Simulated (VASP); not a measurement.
Set up this calculation in VASP 6.6.1, as the native input.

```yaml
Task: single point
Functional: r2SCAN
Potentials_or_basis: VASP PAW PBE potentials, release 64 (Ge_d)
Cutoff: 520 eV
k_mesh: 6 × 6 × 6
Occupations: fermi-dirac, width 0.05 eV
Spin: no spin polarisation
Dipole_correction: no
Further_INCAR_settings: ALGO = Normal; EDIFF = 1e-06; NBANDS = 13
```

The system is Ge.

```
Ge
1.0
     2.71047    0.00000    0.00000
     0.00000    2.71047    0.00000
     0.00000    0.00000    2.71047
Ge
1
Direct
  0.00000 0.00000 0.00000
```

This isn't the form of Ge at room conditions, which is diamond.

The input as run:

POSCAR

```
Ge
1.0
    2.7104700000      0.0000000000      0.0000000000
    0.0000000000      2.7104700000      0.0000000000
    0.0000000000      0.0000000000      2.7104700000
Ge
1
Direct
    0.0000000000      0.0000000000      0.0000000000
```

INCAR.step1

```
SYSTEM = Ge
PREC = Accurate ; ENCUT = 520
ISMEAR = -1 ; SIGMA = 0.05
LREAL = .False. ; LASPH = .True.
NELM = 100 ; NBANDS = 13
GGA = PE ; ALGO = Normal
EDIFF = 1E-4 ; LWAVE = .True.
LCHARG = .False.
```

INCAR.step2

```
SYSTEM = Ge
PREC = Accurate ; ENCUT = 520
EDIFF = 1E-6 ; ISMEAR = -1
SIGMA = 0.05 ; LREAL = .False.
LASPH = .True. ; NELM = 100
ALGO = Normal ; ISIF = 2
LWAVE = .False. ; LCHARG = .False.
METAGGA = R2SCAN ; LMIXTAU = .True.
NBANDS = 13 ; ISTART = 1
```

KPOINTS

```
Automatic mesh
0
Gamma
  6 6 6
  0 0 0
```

Potentials or basis: VASP PAW PBE potentials, release 64 (Ge_d).

Run with:

```bash
$ cat potpaw_PBE.64/Ge_d/POTCAR > POTCAR
$ cp INCAR.step1 INCAR
$ mpirun -np 1 vasp_std > vasp.out
$ cp INCAR.step2 INCAR
$ mpirun -np 1 vasp_std > vasp.out
```

Results of the run:

The pressure is -2.6 GPa and the band gap on the k mesh is zero (bands 7 and 8 overlap by 9.65 eV).

Caveat: the k points lie up to 0.39 Å⁻¹ apart, too coarse for converged energies and pressures of a metal; the PAW data sets were made with another functional, which shifts forces and pressure a little.

Wall time 15 s on 1 thread of Intel Xeon 8259CL (shared host), peak memory 0.13 GiB.
